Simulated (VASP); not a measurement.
# Au (Im-3m) in VASP: notebook

Au is run at these levels: PBEsol+D3(BJ), PBEsol+D4, revPBE+D3(BJ); tasks: single point.

Everything below comes from runs of VASP 6.6.1. Logs are shortened: lines on timing, memory, paths and dates and some standing lists are left out, and cuts for length are marked.

## 1. The cell of the first run

It takes space group Im-3m (No. 229, cubic). The conventional cell has a = 3.208 Å, b = 3.208 Å, c = 3.208 Å, α = 90.00°, β = 90.00°, γ = 90.00°. Au (site symmetry m-3m) has 14 Au at 2.78 to 3.21 Å within 3.7 Å.

## 2. Single point, PBEsol+D3(BJ)

Contents of INCAR:

```
PREC = Accurate
ENCUT = 520
EDIFF = 1E-6
ISMEAR = -1
SIGMA = 0.05
LREAL = False
LASPH = True
NELM = 60
ALGO = Fast
ISIF = 2
LWAVE = False
LCHARG = False
GGA = PS
IVDW = 12
NBANDS = 12
```

Contents of KPOINTS:

```
Automatic mesh
0
Gamma
  11 11 11
```

Contents of POSCAR:

```
Au
1.0
   -1.6040230268      1.6040230268      1.6040230268
    1.6040230268     -1.6040230268      1.6040230268
    1.6040230268      1.6040230268     -1.6040230268
Au
1
Direct
    0.0000000000      0.0000000000      0.0000000000
```

Potentials or basis: VASP PAW PBE potentials, release 64 (Au).

The run is started by

```
> cat potpaw_PBE.64/Au/POTCAR > POTCAR
> mpirun -np 1 vasp_std > vasp.out
```

OUTCAR:

```text
PREC = Accurate
   ENCUT = 520
   EDIFF = 1E-6
   ISMEAR = -1
   LREAL = False
   LASPH = True
   NELM = 60
   ISIF = 2
   GGA = PS
   IVDW = 12
 IVDW          = 12

 ion  position               nearest neighbor table
   1  0.000  0.000  0.000-

  LATTYP: Found a body centered cubic cell.
 ALAT       =     3.2080460536

  Lattice vectors:

 A1 = (  -1.6040230268,   1.6040230268,   1.6040230268)
 A2 = (   1.6040230268,  -1.6040230268,   1.6040230268)
 A3 = (   1.6040230268,   1.6040230268,  -1.6040230268)

Analysis of symmetry for initial positions (statically):
=====================================================================
 Subroutine PRICEL returns:
 Original cell was already a primitive cell.

 Routine SETGRP: Setting up the symmetry group for a
 body centered cubic supercell.

 Subroutine GETGRP returns: Found 48 space group operations
 (whereof 48 operations were pure point group operations)
 out of a pool of 48 trial point group operations.

The static configuration has the point symmetry O_h .

Analysis of symmetry for dynamics (positions and initial velocities):
=====================================================================
 Subroutine PRICEL returns:
 Original cell was already a primitive cell.

 Routine SETGRP: Setting up the symmetry group for a
 body centered cubic supercell.

 Subroutine GETGRP returns: Found 48 space group operations
 (whereof 48 operations were pure point group operations)
 out of a pool of 48 trial point group operations.

The dynamic configuration has the point symmetry O_h .

 Subroutine INISYM returns: Found 48 space group operations
 (whereof 48 operations are pure point group operations),
 and found     1 'primitive' translations

----------------------------------------------------------------------------------------

                                     Primitive cell

  volume of cell :      16.5079

  direct lattice vectors                    reciprocal lattice vectors
    -1.604023027  1.604023027  1.604023027     0.000000000  0.311716223  0.311716223
     1.604023027 -1.604023027  1.604023027     0.311716223  0.000000000  0.311716223
     1.604023027  1.604023027 -1.604023027     0.311716223  0.311716223  0.000000000

  length of vectors
[... 77 lines left out ...]
   LASPH  =      T    aspherical Exc in radial PAW
   ENCUT  =  520.0 eV  38.22 Ry    6.18 a.u.   5.17  5.17  5.17*2*pi/ulx,y,z
   NELM   =     60;   NELMIN=  2; NELMDL= -5     # of ELM steps
   EDIFF  = 0.1E-05   stopping-criterion for ELM
   LREAL  =      F    real-space projection
[... 7 lines left out ...]
   TEBEG  =    0.0;   TEEND  =   0.0 temperature during run
   PSTRESS=    0.0 pullay stress
   NELECT =      11.0000    total number of electrons
   NUPDOWN=      -1.0000    fix difference up-down
   EMIN   =  10.00;   EMAX   =-10.00  energy-range for DOS
   EFERMI =   0.00;   METHOD = LEGACY
   ISMEAR =    -1;   SIGMA  =   0.05  broadening in eV -4-tet -1-fermi 0-gaus
   EFERMI_NEDOS =   21; number of points for ismear=-14 and -15
   IALGO  =     68    algorithm
   IMIX   =      4    mixing-type and parameters
     AMIX     =   0.40;   BMIX     =  1.00
     AMIX_MAG =   1.60;   BMIX_MAG =  1.00
  volume/ion in A,a.u.               =      16.51       111.40
  Fermi-wavevector in a.u.,A,eV,Ry     =   1.429909  2.702137 27.819021  2.044640
  Thomas-Fermi vector in A             =   2.549812
   LORBIT       =      0    0 simple, 1 ext, 2 COOP (PROOUT), +10 PAW based schemes
   GGA     = PS    functional components
   LHFCALC =     F    Hartree Fock is set to
   AEXX    =    0.0000 exact exchange contribution
   IVDW    =    12    specifies the selected vdW correction
   LEPSILON=     F    determine dielectric tensor
   LRPA    =     F    only Hartree local field effects (RPA)
 non-spin polarized calculation
 RMM-DIIS sequential band-by-band and
  energy-cutoff  :      520.00
  volume of cell :       16.51
 maximum number of plane-waves:       458
 NGX is ok and might be reduce to    24
   NGX = 11   NGY = 11   NGZ = 11

 number of electron      11.0000000 magnetization

 Free energy of the ion-electron system (eV)
  ---------------------------------------------------
  ext. energy  EPLUGINS =         0.00000000
  ---------------------------------------------------
  free energy    TOTEN  =        -3.88527287 eV

  energy without entropy =       -3.88053870  energy(sigma->0) =       -3.88290578

 E-fermi :   9.6581     XC(G=0): -13.0755

 val. band max:        9.6491855497   @ k =  -0.3636   0.3636   0.2727
 cond. band min:       9.6968654771   @ k =  -0.3636   0.4545   0.0909
 fundamental gap:      0.0476799274
 Fermi energy:         9.6581032612

 k-point     1 :       0.0000    0.0000    0.0000
  band No.  band energies     occupation
      1      -0.4333      2.00000
      2       4.7840      2.00000
      3       4.7840      2.00000
      4       4.7840      2.00000
      5       6.8364      2.00000
      6       6.8364      2.00000
      7      26.3171      0.00000
      8      26.3171      0.00000
      9      26.3171      0.00000
     10      34.7322      0.00000
     11      34.7333      0.00000
     12      34.7475      0.00000
[... 331 lines left out ...]
 k-point    24 :       0.3636    0.1818    0.0909
  band No.  band energies     occupation
      1       3.2238      2.00000
      2       3.8023      2.00000
      3       5.5502      2.00000
      4       6.9067      2.00000
      5       7.1206      2.00000
      6      13.1206      0.00000
      7      13.1780      0.00000
      8      18.9734      0.00000
      9      21.5863      0.00000
     10      32.2139      0.00000
     11      33.8001      0.00000
     12      36.2610      0.00000

 [... further k-points ...]

------------------------ aborting loop because EDIFF is reached ----------------------------------------

 Edisp (eV)   -0.65292

 E8    (eV) :    -0.4414

  FORCE on cell =-STRESS in cart. coord.  units (eV):
  Direction    XX          YY          ZZ          XY          YZ          ZX
  --------------------------------------------------------------------------------------
  -------------------------------------------------------------------------------------
  Total      -0.02430    -0.02430    -0.02430     0.00000     0.00000     0.00000
  in kB      -2.35864    -2.35864    -2.35864     0.00000     0.00000     0.00000
  external pressure =       -2.36 kB  Pullay stress =        0.00 kB

 VOLUME and BASIS-vectors are now :
 -----------------------------------------------------------------------------
  energy-cutoff  :      520.00
  volume of cell :       16.51
      direct lattice vectors                 reciprocal lattice vectors
    -1.604023027  1.604023027  1.604023027     0.000000000  0.311716223  0.311716223
     1.604023027 -1.604023027  1.604023027     0.311716223  0.000000000  0.311716223
     1.604023027  1.604023027 -1.604023027     0.311716223  0.311716223  0.000000000

 POSITION                                       TOTAL-FORCE (eV/Angst)
 -----------------------------------------------------------------------------------
      0.00000      0.00000      0.00000        -0.000000     -0.000000      0.000000
 -----------------------------------------------------------------------------------
    total drift:                                0.000000      0.000000     -0.000000

  FREE ENERGIE OF THE ION-ELECTRON SYSTEM (eV)
  ---------------------------------------------------
  free  energy   TOTEN  =        -4.5381919460 eV

  energy  without entropy=       -4.5334577696  energy(sigma->0) =       -4.53582486
```

Wall time 18 s (1 thread of Intel Xeon Platinum 8375C at 2.90GHz (Ice Lake), shared host); peak memory 0.15 GiB.

What came out:

| Property | Result |
| --- | --- |
| Free energy | -4.5382 eV |
| Pressure | -0.2 GPa |
| Dispersion energy per atom | -0.653 eV |

Caveat: the PAW data sets were made with another functional, which shifts forces and pressure a little; spin-orbit coupling is left out, which moves the levels of the heavy elements; pairwise dispersion overbinds metals, which lowers pressure and volume.

(Part 1 of 2 ends here.)
